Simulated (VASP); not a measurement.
# Zn (R-3m) in VASP: further runs

Runs on Zn. Level: r2SCAN. Tasks: single point, relaxation of cell and atoms.

Program: VASP 6.6.1. These are calculated values, not measurements. Logs are shortened: lines on timing, memory, paths and dates and some standing lists are left out, and cuts for length are marked.

## 1. The cell of the first run

The structure is trigonal, space group R-3m (No. 166). The conventional cell has a = 2.833 Å, b = 2.833 Å, c = 18.469 Å, α = 90.00°, β = 90.00°, γ = 120.00°. Zn (site symmetry -3m) has 12 Zn at 2.63 to 2.83 Å within 3.5 Å. Zn (site symmetry 3m) has 12 Zn at 2.62 to 2.83 Å within 3.5 Å.

## 2. Single point, r2SCAN

POSCAR reads:

```
Zn
1.0
    1.4167341694      0.8179518541      6.1564831471
   -1.4167341694      0.8179518541      6.1564831471
    0.0000000000     -1.6359037082      6.1564831471
Zn
3
Direct
    0.0000000000      0.0000000000      0.0000000000
    0.2220640612      0.2220640612      0.2220640612
    0.7779359388      0.7779359388      0.7779359388
```

INCAR.step1 reads:

```
PREC     = Accurate       # precision mode
ENCUT    = 520            # plane-wave cutoff, eV
ISMEAR   = 0              # smearing method
SIGMA    = 0.1            # smearing width, eV
LREAL    = F              # projectors in reciprocal space
LASPH    = T              # aspherical terms in the spheres
NELM     = 60             # most SCF steps
NBANDS   = 25             # bands
GGA      = PE             # functional
ALGO     = Normal         # electronic algorithm
EDIFF    = 1E-4           # SCF threshold, eV
LWAVE    = T              # write WAVECAR
LCHARG   = F              # write CHGCAR
```

INCAR.step2 reads:

```
PREC     = Accurate       # precision mode
ENCUT    = 520            # plane-wave cutoff, eV
EDIFF    = 1E-6           # SCF threshold, eV
ISMEAR   = 0              # smearing method
SIGMA    = 0.1            # smearing width, eV
LREAL    = F              # projectors in reciprocal space
LASPH    = T              # aspherical terms in the spheres
NELM     = 60             # most SCF steps
ALGO     = Normal         # electronic algorithm
ISIF     = 2              # what is computed and relaxed
LWAVE    = F              # write WAVECAR
LCHARG   = F              # write CHGCAR
METAGGA  = R2SCAN         # meta-GGA
LMIXTAU  = T            
NBANDS   = 25             # bands
ISTART   = 1
```

KPOINTS reads:

```
Automatic mesh
0
Gamma
  6 6 6
```

Potentials or basis: VASP PAW PBE potentials, release 64 (Zn).

Launch:

```sh
$ cat potpaw_PBE.64/Zn/POTCAR > POTCAR
$ cp INCAR.step1 INCAR
$ mpirun -np 1 vasp_std > vasp.out
$ cp INCAR.step2 INCAR
$ mpirun -np 1 vasp_std > vasp.out
```

OUTCAR:

```text
PREC = Accurate
   ENCUT = 520
   EDIFF = 1E-6
   ISMEAR = 0
   LREAL = F
   LASPH = T
   NELM = 60
   ISIF = 2
   METAGGA = R2SCAN
   ISTART = 1

 ion  position               nearest neighbor table
   1  0.000  0.000  0.000-   3 2.63   3 2.63   2 2.63   2 2.63   3 2.63   2 2.63
   2  0.222  0.222  0.222-   3 2.62   3 2.62   3 2.62   1 2.63   1 2.63   1 2.63
   3  0.778  0.778  0.778-   2 2.62   2 2.62   2 2.62   1 2.63   1 2.63   1 2.63

  LATTYP: Found a trigonal (rhomboedric) cell.
 ALAT       =     6.3701228939
 COS(alpha) =     0.9010738492

  Lattice vectors:

 A1 = (   1.4167341694,   0.8179518541,   6.1564831471)
 A2 = (  -1.4167341694,   0.8179518541,   6.1564831471)
 A3 = (   0.0000000000,  -1.6359037082,   6.1564831471)

Analysis of symmetry for initial positions (statically):
=====================================================================
 Subroutine PRICEL returns:
 Original cell was already a primitive cell.

 Routine SETGRP: Setting up the symmetry group for a
 trigonal (rhombohedral) supercell.

 Subroutine GETGRP returns: Found 12 space group operations
 (whereof 12 operations were pure point group operations)
 out of a pool of 12 trial point group operations.

The static configuration has the point symmetry D_3d.

Analysis of symmetry for dynamics (positions and initial velocities):
=====================================================================
 Subroutine PRICEL returns:
 Original cell was already a primitive cell.

 Routine SETGRP: Setting up the symmetry group for a
 trigonal (rhombohedral) supercell.

 Subroutine GETGRP returns: Found 12 space group operations
 (whereof 12 operations were pure point group operations)
 out of a pool of 12 trial point group operations.

The dynamic configuration has the point symmetry D_3d.

 Subroutine INISYM returns: Found 12 space group operations
 (whereof 12 operations are pure point group operations),
 and found     1 'primitive' translations

----------------------------------------------------------------------------------------

                                     Primitive cell

  volume of cell :      42.8055

  direct lattice vectors                    reciprocal lattice vectors
     1.416734169  0.817951854  6.156483147     0.352924360  0.203760974  0.054143466
    -1.416734169  0.817951854  6.156483147    -0.352924360  0.203760974  0.054143466
     0.000000000 -1.635903708  6.156483147     0.000000000 -0.407521948  0.054143466

  length of vectors
     6.370122894  6.370122894  6.370122894     0.411102972  0.411102972  0.411102972

  position of ions in fractional coordinates (direct lattice)
     0.000000000  0.000000000  0.000000000
     0.222064061  0.222064061  0.222064061
     0.777935939  0.777935939  0.777935939

  ion indices of the primitive-cell ions
   primitive index   ion index
                 1           1
                 2           2
                 3           3

----------------------------------------------------------------------------------------

 KPOINTS: Automatic mesh

Automatic generation of k-mesh.
 Grid dimensions read from file:
 generate k-points for:    6    6    6

 Generating k-lattice:

  Cartesian coordinates                     Fractional coordinates (reciprocal lattice)
     0.058820727  0.033960162  0.009023911     0.166666667  0.000000000  0.000000000
    -0.058820727  0.033960162  0.009023911     0.000000000  0.166666667  0.000000000
     0.000000000 -0.067920325  0.009023911     0.000000000  0.000000000  0.166666667

  Length of vectors
     0.068517162  0.068517162  0.068517162

  Shift w.r.t. Gamma in fractional coordinates (k-lattice)
     0.000000000  0.000000000  0.000000000

 Subroutine IBZKPT returns following result:
 ===========================================

 Found     32 irreducible k-points:

 Following reciprocal coordinates:
            Coordinates               Weight
  0.000000  0.000000  0.000000      1.000000
  0.166667  0.000000  0.000000      6.000000
  0.333333  0.000000  0.000000      6.000000
  0.500000  0.000000  0.000000      3.000000
  0.166667  0.166667  0.000000      6.000000
  0.333333  0.166667  0.000000     12.000000
[... 16 lines left out ...]
  0.500000  0.500000  0.166667      6.000000
 -0.333333  0.500000  0.166667     12.000000
 [... further k-points ...]
   k-points           NKPTS =     32   k-points in BZ     NKDIM =     32   number of bands    NBANDS=     25
   number of dos      NEDOS =    301   number of ions     NIONS =      3
   total plane-waves  NPLWV = 110592
   dimension x,y,z NGX =    48 NGY =   48 NGZ =   48
   dimension x,y,z NGXF=    96 NGYF=   96 NGZF=   96
   ions per type =               3
   NGX,Y,Z   is equivalent  to a cutoff of  12.53, 12.53, 12.53 a.u.
   NGXF,Y,Z  is equivalent  to a cutoff of  25.05, 25.05, 25.05 a.u.
 SYSTEM =  unknown system
   PREC   = accura    normal or accurate (medium, high low for compatibility)
   ISTART =      1    job   : 0-new  1-cont  2-samecut
   ICHARG =      0    charge: 1-file 2-atom 10-const
   ISPIN  =      1    spin polarized calculation?
   LNONCOLLINEAR =      F non collinear calculations
   LSORBIT =      F    spin-orbit coupling
   LASPH  =      T    aspherical Exc in radial PAW
   ENCUT  =  520.0 eV  38.22 Ry    6.18 a.u.  11.84 11.84 11.84*2*pi/ulx,y,z
   NELM   =     60;   NELMIN=  2; NELMDL=  0     # of ELM steps
   EDIFF  = 0.1E-05   stopping-criterion for ELM
   LREAL  =      F    real-space projection
   EDIFFG = 0.1E-04   stopping-criterion for IOM
   NSW    =      0    number of steps for IOM
   IBRION =     -1    ionic relax: 0-MD 1-quasi-New 2-CG
   NFREE  =      0    steps in history (QN), initial steepest desc. (CG)
   ISIF   =      2    stress and relaxation
   ISYM   =      2    0-nonsym 1-usesym 2-fastsym
   POTIM  = 0.5000    time-step for ionic-motion
   TEBEG  =    0.0;   TEEND  =   0.0 temperature during run
   PSTRESS=    0.0 pullay stress
   NELECT =      36.0000    total number of electrons
   NUPDOWN=      -1.0000    fix difference up-down
   EMIN   =  10.00;   EMAX   =-10.00  energy-range for DOS
   EFERMI =   0.00;   METHOD = LEGACY
   ISMEAR =     0;   SIGMA  =   0.10  broadening in eV -4-tet -1-fermi 0-gaus
   EFERMI_NEDOS =   21; number of points for ismear=-14 and -15
   IALGO  =     38    algorithm
   IMIX   =      4    mixing-type and parameters
     AMIX     =   0.40;   BMIX     =  1.00
     AMIX_MAG =   1.60;   BMIX_MAG =  1.00
  volume/ion in A,a.u.               =      14.27        96.29
  Fermi-wavevector in a.u.,A,eV,Ry     =   1.545286  2.920168 32.489488  2.387910
  Thomas-Fermi vector in A             =   2.650687
   LORBIT       =      0    0 simple, 1 ext, 2 COOP (PROOUT), +10 PAW based schemes
   METAGGA = R2SCAN    functional components
   LHFCALC =     F    Hartree Fock is set to
   AEXX    =    0.0000 exact exchange contribution
   IVDW    =     0    specifies the selected vdW correction
   LEPSILON=     F    determine dielectric tensor
   LRPA    =     F    only Hartree local field effects (RPA)
 non-spin polarized calculation
 Gauss-broadening in eV      SIGMA  =   0.10
  energy-cutoff  :      520.00
  volume of cell :       42.81
 maximum number of plane-waves:      1170
   NGX = 23   NGY = 23   NGZ = 23

 number of electron      35.9999980 magnetization

 Free energy of the ion-electron system (eV)
  ---------------------------------------------------
  ext. energy  EPLUGINS =         0.00000000
  ---------------------------------------------------
  free energy    TOTEN  =       -26.58786983 eV

  energy without entropy =      -26.58618198  energy(sigma->0) =      -26.58702590

 E-fermi :   3.2829     XC(G=0): -13.0417

 val. band max:        3.0200308220   @ k =   0.5000   0.3333   0.0000
 cond. band min:       3.2847151029   @ k =  -0.3333   0.3333   0.0000
 fundamental gap:      0.2646842809
 Fermi energy:         3.2829069536

 k-point     1 :       0.0000    0.0000    0.0000
  band No.  band energies     occupation
      1      -7.9583      2.00000
      2      -5.4886      2.00000
      3      -5.4634      2.00000
      4      -4.8586      2.00000
      5      -4.8586      2.00000
      6      -4.7313      2.00000
[... 17 lines left out ...]
     24      18.7662      0.00000
     25      20.3348      0.00000

 k-point     2 :       0.1667    0.0000    0.0000
  band No.  band energies     occupation
      1      -7.2214      2.00000
      2      -5.2662      2.00000
      3      -5.2251      2.00000
      4      -4.9567      2.00000
      5      -4.9226      2.00000
      6      -4.8098      2.00000
[... 17 lines left out ...]
     24      16.2565      0.00000
     25      17.8724      0.00000

 k-point     3 :       0.3333    0.0000    0.0000
  band No.  band energies     occupation
      1      -5.7439      2.00000
      2      -5.3232      2.00000
      3      -5.2545      2.00000
      4      -5.1458      2.00000
      5      -5.0894      2.00000
      6      -4.8932      2.00000
[... 17 lines left out ...]
     24      13.5283      0.00000
     25      14.8546      0.00000

 k-point     4 :       0.5000    0.0000    0.0000
  band No.  band energies     occupation
      1      -5.6285      2.00000
      2      -5.3534      2.00000
      3      -5.3482      2.00000
      4      -5.2293      2.00000
      5      -5.2149      2.00000
      6      -4.9545      2.00000
[... 17 lines left out ...]
     24      13.4440      0.00000
     25      14.5905      0.00000
[... 477 lines left out ...]
 k-point    22 :      -0.1667    0.3333    0.1667
  band No.  band energies     occupation
      1      -5.4097      2.00000
      2      -5.3729      2.00000
      3      -5.2721      2.00000
      4      -5.0412      2.00000
      5      -5.0092      2.00000
      6      -4.8931      2.00000
[... 17 lines left out ...]
     24      13.0037      0.00000
     25      13.3070      0.00000

 k-point    23 :       0.5000    0.5000    0.1667
  band No.  band energies     occupation
      1      -5.5877      2.00000
      2      -5.4906      2.00000
      3      -5.3686      2.00000
      4      -5.0826      2.00000
      5      -4.8047      2.00000
      6      -4.7599      2.00000
[... 17 lines left out ...]
     24      15.9074      0.00000
     25      16.3880      0.00000

 k-point    24 :      -0.3333    0.5000    0.1667
  band No.  band energies     occupation
      1      -5.4421      2.00000
      2      -5.3480      2.00000
      3      -5.3081      2.00000
      4      -5.1511      2.00000
      5      -4.9385      2.00000
      6      -4.8498      2.00000
[... 17 lines left out ...]
     24      10.5841      0.00000
     25      12.4861      0.00000

 [... further k-points ...]

------------------------ aborting loop because EDIFF is reached ----------------------------------------

  FORCE on cell =-STRESS in cart. coord.  units (eV):
  Direction    XX          YY          ZZ          XY          YZ          ZX
  --------------------------------------------------------------------------------------
  -------------------------------------------------------------------------------------
  Total        0.0913428      0.0913428      0.1117734      0.0000000      0.0000000      0.0000000
  in kB        3.4188868      3.4188868      4.1835894      0.0000000      0.0000000      0.0000000
  external PRESSURE =       3.6737877 kB  Pullay stress =       0.0000000 kB

 VOLUME and BASIS-vectors are now :
 -----------------------------------------------------------------------------
  energy-cutoff  :      520.00
  volume of cell :       42.81
      direct lattice vectors                 reciprocal lattice vectors
     1.416734169  0.817951854  6.156483147     0.352924360  0.203760974  0.054143466
    -1.416734169  0.817951854  6.156483147    -0.352924360  0.203760974  0.054143466
     0.000000000 -1.635903708  6.156483147     0.000000000 -0.407521948  0.054143466

 POSITION                                       TOTAL-FORCE (eV/Angst)
 -----------------------------------------------------------------------------------
      0.00000      0.00000      0.00000         0.000000      0.000000      0.000000
      0.00000      0.00000      4.10140        -0.000000     -0.000000      0.004467
      0.00000      0.00000     14.36805        -0.000000      0.000000     -0.004467
 -----------------------------------------------------------------------------------
    total drift:                               -0.000000     -0.000000      0.000000

  FREE ENERGIE OF THE ION-ELECTRON SYSTEM (eV)
  ---------------------------------------------------
  free  energy   TOTEN  =       -26.5878698309 eV

  energy  without entropy=      -26.5861819753  energy(sigma->0) =      -26.58702590
```

It took 2.7 min on 1 thread of Intel Xeon 6975P-C (Granite Rapids), shared host; peak memory 0.35 GiB.

What came out:

- Free energy: -26.5879 eV
- Pressure: 0.4 GPa
- Largest force: 0.004 eV/Å
- Band gap on the k mesh: zero (bands 18 and 19 overlap by 2.03 eV)

Forces on the atoms (eV/Å):
```
Zn   0.000  0.000  0.000
Zn   0.000  0.000  0.004
Zn   0.000  0.000 -0.004
```

Caveat: the k points lie up to 0.43 Å⁻¹ apart, too coarse for converged energies and pressures of a metal; the PAW data sets were made with another functional, which shifts forces and pressure a little.

## 3. Single point, r2SCAN

This run uses another cell than the first one, of 14.19 Å³/atom.

POSCAR reads:

```
Zn
1.0
    1.3994838875      0.8079923992      6.2756493921
   -1.3994838875      0.8079923992      6.2756493921
    0.0000000000     -1.6159847984      6.2756493921
Zn
3
Direct
    0.0000000000      0.0000000000      0.0000000000
    0.2220584139      0.2220584139      0.2220584139
    0.7779415861      0.7779415861      0.7779415861
```

INCAR.step1 reads:

```
PREC = Accurate
ENCUT = 520
ISMEAR = 0
SIGMA = 0.1
LREAL = F
LASPH = T
NELM = 60
NBANDS = 25
GGA = PE
ALGO = Normal
EDIFF = 1E-4
LWAVE = T
LCHARG = F
```

INCAR.step2 reads:

```
PREC = Accurate
ENCUT = 520
EDIFF = 1E-6
ISMEAR = 0
SIGMA = 0.1
LREAL = F
LASPH = T
NELM = 60
ALGO = Normal
ISIF = 2
LWAVE = F
LCHARG = F
METAGGA = R2SCAN
LMIXTAU = T
NBANDS = 25
ISTART = 1
```

KPOINTS reads:

```
Automatic mesh
0
Gamma
  9 9 9
```

Potentials or basis: VASP PAW PBE potentials, release 64 (Zn).

Launch:

```sh
$ cat potpaw_PBE.64/Zn/POTCAR > POTCAR
$ cp INCAR.step1 INCAR
$ mpirun -np 1 vasp_std > vasp.out
$ cp INCAR.step2 INCAR
$ mpirun -np 1 vasp_std > vasp.out
```

It took 6.5 min on 1 thread of Intel Xeon 6975P-C (Granite Rapids), shared host; peak memory 0.38 GiB.

The run converged. Its results:

| Quantity | Value |
| --- | --- |
| Free energy | -26.6439 eV |
| Pressure | 0.3 GPa |
| Band gap on the k mesh | zero (bands 18 and 19 overlap by 2.45 eV) |

Levels at points of the mesh, in eV from the Fermi level:
| k point | band 16 | band 17 | band 18 | band 19 | band 20 | band 21 |
| --- | --- | --- | --- | --- | --- | --- |
| (0.00, 0.00, 0.00) | -7.52 | -6.75 | -6.73 | 6.04 | 6.06 | 15.49 |

Caveat: the PAW data sets were made with another functional, which shifts forces and pressure a little.

(Continued in part 2 of 2.)
